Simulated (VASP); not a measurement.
# NiSb2 (Pnnm) in VASP: single point with PBEsol

Aim: the single point of NiSb2 with PBEsol.

Everything below comes from runs of VASP 6.6.1. Logs are shortened: lines on timing, memory, paths and dates and some standing lists are left out, and cuts for length are marked.

**1. The cell of the first run**

Symmetry: Pnnm, No. 58, orthorhombic system. The conventional cell has a = 5.182 Å, b = 6.317 Å, c = 3.840 Å, α = 90.00°, β = 90.00°, γ = 90.00°. Within 3.3 Å of Ni (site symmetry 2/m) lie 6 Sb at 2.54 to 2.57 Å. Sb (site symmetry m) has 3 Ni at 2.54 to 2.57 Å and 12 Sb at 2.88 to 3.84 Å within 3.9 Å.

**2. Single point, PBEsol, collinear spin, ferromagnetic start**

Input file INCAR:

```
PREC     = Accurate       # precision mode
ENCUT    = 520            # plane-wave cutoff, eV
EDIFF    = 1E-6           # SCF threshold, eV
ISMEAR   = 0              # smearing method
SIGMA    = 0.05           # smearing width, eV
LREAL    = False          # projectors in reciprocal space
LASPH    = True           # aspherical terms in the spheres
NELM     = 150            # most SCF steps
ALGO     = Normal         # electronic algorithm
ISIF     = 2              # what is computed and relaxed
LWAVE    = False          # write WAVECAR
LCHARG   = False          # write CHGCAR
ISPIN    = 2              # spin polarisation
MAGMOM   = 2 2 0 0 0 0    # initial moments
LORBIT   = 11             # projections on sites
LMAXMIX  = 4              # l up to which the mixer works
GGA      = PS             # functional
NBANDS   = 33             # bands
KPAR     = 4
```

Input file KPOINTS:

```
regular mesh
0
Gamma
  8 6 10
```

Input file POSCAR:

```
NiSb2
1.0
    5.1823000000      0.0000000000      0.0000000000
    0.0000000000      6.3168000000      0.0000000000
    0.0000000000      0.0000000000      3.8403000000
Ni Sb
2 4
Direct
    0.0000000000      0.0000000000      0.0000000000
    0.5000000000      0.5000000000      0.5000000000
    0.2189000000      0.3593000000      0.0000000000
    0.7811000000      0.6407000000      0.0000000000
    0.7189000000      0.1407000000      0.5000000000
    0.2811000000      0.8593000000      0.5000000000
```

Potentials or basis: VASP PAW PBE potentials, release 64 (Ni, Sb).

Started as:

```console
$ cat potpaw_PBE.64/Ni/POTCAR potpaw_PBE.64/Sb/POTCAR > POTCAR
$ mpirun -np 4 vasp_std > vasp.out
```

OUTCAR:

```text
PREC = Accurate
   ENCUT = 520
   EDIFF = 1E-6
   ISMEAR = 0
   LREAL = False
   LASPH = True
   NELM = 150
   ISIF = 2
   ISPIN = 2
   LORBIT = 11
   GGA = PS

 ion  position               nearest neighbor table
   1  0.000  0.000  0.000-   3 2.54   4 2.54   5 2.57   6 2.57   5 2.57   6 2.57
   2  0.500  0.500  0.500-   5 2.54   6 2.54   3 2.57   4 2.57   3 2.57   4 2.57
   3  0.219  0.359  0.000-   1 2.54   2 2.57   2 2.57   4 2.88   4 3.41   5 3.51   5 3.51   5 3.51
                             5 3.51   6 3.71   6 3.71   6 3.71   6 3.71
   4  0.781  0.641  0.000-   1 2.54   2 2.57   2 2.57   3 2.88   3 3.41   6 3.51   6 3.51   6 3.51
                             6 3.51   5 3.71   5 3.71   5 3.71   5 3.71
   5  0.719  0.141  0.500-   2 2.54   1 2.57   1 2.57   6 2.88   6 3.41   3 3.51   3 3.51   3 3.51
                             3 3.51   4 3.71   4 3.71   4 3.71   4 3.71
   6  0.281  0.859  0.500-   2 2.54   1 2.57   1 2.57   5 2.88   5 3.41   4 3.51   4 3.51   4 3.51
                             4 3.51   3 3.71   3 3.71   3 3.71   3 3.71

  LATTYP: Found a simple orthorhombic cell.
 ALAT       =     3.8403000000
 B/A-ratio  =     1.3494518657
 C/A-ratio  =     1.6448714944

  Lattice vectors:

 A1 = (   0.0000000000,   0.0000000000,   3.8403000000)
 A2 = (   5.1823000000,   0.0000000000,   0.0000000000)
 A3 = (   0.0000000000,   6.3168000000,   0.0000000000)

Analysis of symmetry for initial positions (statically):
=====================================================================
 Subroutine PRICEL returns:
 Original cell was already a primitive cell.

 Routine SETGRP: Setting up the symmetry group for a
 simple orthorhombic supercell.

 Subroutine GETGRP returns: Found  8 space group operations
 (whereof  4 operations were pure point group operations)
 out of a pool of  8 trial point group operations.

The static configuration has the point symmetry C_2h.
 The point group associated with its full space group is D_2h.

Analysis of symmetry for dynamics (positions and initial velocities):
=====================================================================
 Subroutine PRICEL returns:
 Original cell was already a primitive cell.

 Routine SETGRP: Setting up the symmetry group for a
 simple orthorhombic supercell.

 Subroutine GETGRP returns: Found  8 space group operations
 (whereof  4 operations were pure point group operations)
 out of a pool of  8 trial point group operations.

The dynamic configuration has the point symmetry C_2h.
 The point group associated with its full space group is D_2h.

Analysis of structural, dynamic, and magnetic symmetry:
=====================================================================
 Subroutine PRICEL returns:
 Original cell was already a primitive cell.

 Routine SETGRP: Setting up the symmetry group for a
 simple orthorhombic supercell.

 Subroutine GETGRP returns: Found  8 space group operations
 (whereof  4 operations were pure point group operations)
 out of a pool of  8 trial point group operations.

The overall configuration has the point symmetry C_2h.
 The point group associated with its full space group is D_2h.

 Subroutine INISYM returns: Found  8 space group operations
 (whereof  4 operations are pure point group operations),
 and found     1 'primitive' translations

----------------------------------------------------------------------------------------

                                     Primitive cell

  volume of cell :     125.7143

  direct lattice vectors                    reciprocal lattice vectors
     5.182300000  0.000000000  0.000000000     0.192964514  0.000000000  0.000000000
     0.000000000  6.316800000  0.000000000     0.000000000  0.158308004  0.000000000
     0.000000000  0.000000000  3.840300000     0.000000000  0.000000000  0.260396323

  length of vectors
     5.182300000  6.316800000  3.840300000     0.192964514  0.158308004  0.260396323

  position of ions in fractional coordinates (direct lattice)
     0.000000000  0.000000000  0.000000000
     0.500000000  0.500000000  0.500000000
     0.218900000  0.359300000  0.000000000
     0.781100000  0.640700000  0.000000000
     0.718900000  0.140700000  0.500000000
     0.281100000  0.859300000  0.500000000

  ion indices of the primitive-cell ions
   primitive index   ion index
                 1           1
                 2           2
                 3           3
                 4           4
[... 59 lines left out ...]
   dimension x,y,z NGX =    40 NGY =   48 NGZ =   30
   dimension x,y,z NGXF=    80 NGYF=   96 NGZF=   60
   ions per type =               2   4
   NGX,Y,Z   is equivalent  to a cutoff of  12.83, 12.63, 12.99 a.u.
   NGXF,Y,Z  is equivalent  to a cutoff of  25.66, 25.27, 25.97 a.u.
 SYSTEM =  unknown system
   PREC   = accura    normal or accurate (medium, high low for compatibility)
   ISTART =      0    job   : 0-new  1-cont  2-samecut
   ICHARG =      2    charge: 1-file 2-atom 10-const
   ISPIN  =      2    spin polarized calculation?
   LNONCOLLINEAR =      F non collinear calculations
   LSORBIT =      F    spin-orbit coupling
   LASPH  =      T    aspherical Exc in radial PAW
   ENCUT  =  520.0 eV  38.22 Ry    6.18 a.u.   9.64 11.75  7.14*2*pi/ulx,y,z
   NELM   =    150;   NELMIN=  2; NELMDL= -5     # of ELM steps
   EDIFF  = 0.1E-05   stopping-criterion for ELM
   LREAL  =      F    real-space projection
   EDIFFG = 0.1E-04   stopping-criterion for IOM
   NSW    =      0    number of steps for IOM
   IBRION =     -1    ionic relax: 0-MD 1-quasi-New 2-CG
   NFREE  =      0    steps in history (QN), initial steepest desc. (CG)
   ISIF   =      2    stress and relaxation
   ISYM   =      2    0-nonsym 1-usesym 2-fastsym
   POTIM  = 0.5000    time-step for ionic-motion
   TEBEG  =    0.0;   TEEND  =   0.0 temperature during run
   PSTRESS=    0.0 pullay stress
   NELECT =      40.0000    total number of electrons
   NUPDOWN=      -1.0000    fix difference up-down
   EMIN   =  10.00;   EMAX   =-10.00  energy-range for DOS
   EFERMI =   0.00;   METHOD = LEGACY
   ISMEAR =     0;   SIGMA  =   0.05  broadening in eV -4-tet -1-fermi 0-gaus
   EFERMI_NEDOS =   21; number of points for ismear=-14 and -15
   IALGO  =     38    algorithm
   IMIX   =      4    mixing-type and parameters
     AMIX     =   0.40;   BMIX     =  1.00
     AMIX_MAG =   1.60;   BMIX_MAG =  1.00
  volume/ion in A,a.u.               =      20.95       141.39
  Fermi-wavevector in a.u.,A,eV,Ry     =   1.117635  2.112023 16.995137  1.249107
  Thomas-Fermi vector in A             =   2.254259
   LORBIT       =     11    0 simple, 1 ext, 2 COOP (PROOUT), +10 PAW based schemes
   GGA     = PS    functional components
   LHFCALC =     F    Hartree Fock is set to
   AEXX    =    0.0000 exact exchange contribution
   IVDW    =     0    specifies the selected vdW correction
   LEPSILON=     F    determine dielectric tensor
   LRPA    =     F    only Hartree local field effects (RPA)
 spin polarized calculation
 Gauss-broadening in eV      SIGMA  =   0.05
  energy-cutoff  :      520.00
  volume of cell :      125.71
 maximum number of plane-waves:      3424
 NGX is ok and might be reduce to    40
   NGX = 19   NGY = 23   NGZ = 15

 number of electron      40.0000021 magnetization       0.0012917

 number of electron      40.0000021 magnetization      -0.0002844

 Free energy of the ion-electron system (eV)
  ---------------------------------------------------
  ext. energy  EPLUGINS =         0.00000000
  ---------------------------------------------------
  free energy    TOTEN  =       -31.94756063 eV

  energy without entropy =      -31.94413450  energy(sigma->0) =      -31.94584756

 E-fermi :   8.6765     XC(G=0): -10.8940

 val. band max:        8.6722819143   @ k =   0.3750   0.3333   0.0000
 cond. band min:       8.6784318589   @ k =   0.3750   0.3333   0.1000
 fundamental gap:      0.0061499446
 Fermi energy:         8.6764817522

 spin component 1

 k-point     1 :       0.0000    0.0000    0.0000
  band No.  band energies     occupation
      1      -4.0153      1.00000
      2      -0.9141      1.00000
      3      -0.5520      1.00000
      4       0.6543      1.00000
      5       2.7364      1.00000
      6       4.1517      1.00000
[... 829 lines left out ...]
     31      15.6142      0.00000
     32      16.0546      0.00000

 [... further k-points ...]

 spin component 2

 k-point     1 :       0.0000    0.0000    0.0000
  band No.  band energies     occupation
      1      -4.0153      1.00000
      2      -0.9142      1.00000
      3      -0.5520      1.00000
      4       0.6542      1.00000
      5       2.7363      1.00000
      6       4.1516      1.00000
[... 829 lines left out ...]
     31      15.6141      0.00000
     32      16.0546      0.00000

 [... further k-points ...]

 [bands above 32 left out]

------------------------ aborting loop because EDIFF is reached ----------------------------------------

  FORCE on cell =-STRESS in cart. coord.  units (eV):
  Direction    XX          YY          ZZ          XY          YZ          ZX
  --------------------------------------------------------------------------------------
  -------------------------------------------------------------------------------------
  Total       -0.8216806     -1.3675894     -1.1349369      0.0000000      0.0000000      0.0000000
  in kB      -10.4719802    -17.4293622    -14.4643010      0.0000000      0.0000000      0.0000000
  external PRESSURE =     -14.1218811 kB  Pullay stress =       0.0000000 kB

 VOLUME and BASIS-vectors are now :
 -----------------------------------------------------------------------------
  energy-cutoff  :      520.00
  volume of cell :      125.71
      direct lattice vectors                 reciprocal lattice vectors
     5.182300000  0.000000000  0.000000000     0.192964514  0.000000000  0.000000000
     0.000000000  6.316800000  0.000000000     0.000000000  0.158308004  0.000000000
     0.000000000  0.000000000  3.840300000     0.000000000  0.000000000  0.260396323

 POSITION                                       TOTAL-FORCE (eV/Angst)
 -----------------------------------------------------------------------------------
      0.00000      0.00000      0.00000         0.000000      0.000000      0.000000
      2.59115      3.15840      1.92015         0.000000      0.000000      0.000000
      1.13441      2.26963      0.00000         0.092069     -0.096941      0.000000
      4.04789      4.04717      0.00000        -0.092069      0.096941      0.000000
      3.72556      0.88877      1.92015         0.092069      0.096941      0.000000
      1.45674      5.42803      1.92015        -0.092069     -0.096941      0.000000
 -----------------------------------------------------------------------------------
    total drift:                               -0.000000      0.000000     -0.000000

  FREE ENERGIE OF THE ION-ELECTRON SYSTEM (eV)
  ---------------------------------------------------
  free  energy   TOTEN  =       -31.9475606322 eV

  energy  without entropy=      -31.9441344967  energy(sigma->0) =      -31.94584756

 total charge

# of ion       s       p       d       tot
------------------------------------------
    1        0.472   0.525   8.414   9.412
    2        0.472   0.525   8.414   9.412
    3        1.170   1.192   0.055   2.417
    4        1.170   1.192   0.055   2.417
    5        1.170   1.192   0.055   2.417
    6        1.170   1.192   0.055   2.417
--------------------------------------------------
tot          5.624   5.818  17.051  28.492

 magnetization (x)

# of ion       s       p       d       tot
------------------------------------------
    1       -0.000  -0.000  -0.000  -0.000
    2       -0.000  -0.000  -0.000  -0.000
    3        0.000  -0.000  -0.000  -0.000
    4        0.000  -0.000  -0.000  -0.000
    5        0.000  -0.000  -0.000  -0.000
    6        0.000  -0.000  -0.000  -0.000
--------------------------------------------------
tot         -0.000  -0.000  -0.000  -0.000
```

Wall time 3.2 min (4 MPI ranks of Intel Xeon Platinum 8488C (Sapphire Rapids), shared host); peak memory 0.77 GiB.

Results:

```yaml
Free_energy: -31.9476 eV
Pressure: -1.4 GPa
Largest_force: 0.134 eV/Å
Band_gap_on_the_k_mesh: zero (filled and empty bands overlap)
Net_moment: 0.00 μB per cell
Valence_electrons_inside_the_program's_atomic_spheres: Ni 9.41; Sb 2.42
```

Forces in eV/Å, atoms in the order of the input:
```
Ni   0.000  0.000  0.000
Ni   0.000  0.000  0.000
Sb   0.092 -0.097  0.000
Sb  -0.092  0.097  0.000
Sb   0.092  0.097  0.000
Sb  -0.092 -0.097  0.000
```

Caveat: the moments typed at the start vanished in this run; the PAW data sets were made with another functional, which shifts forces and pressure a little; spin-orbit coupling is left out, which moves the levels of the heavy elements.
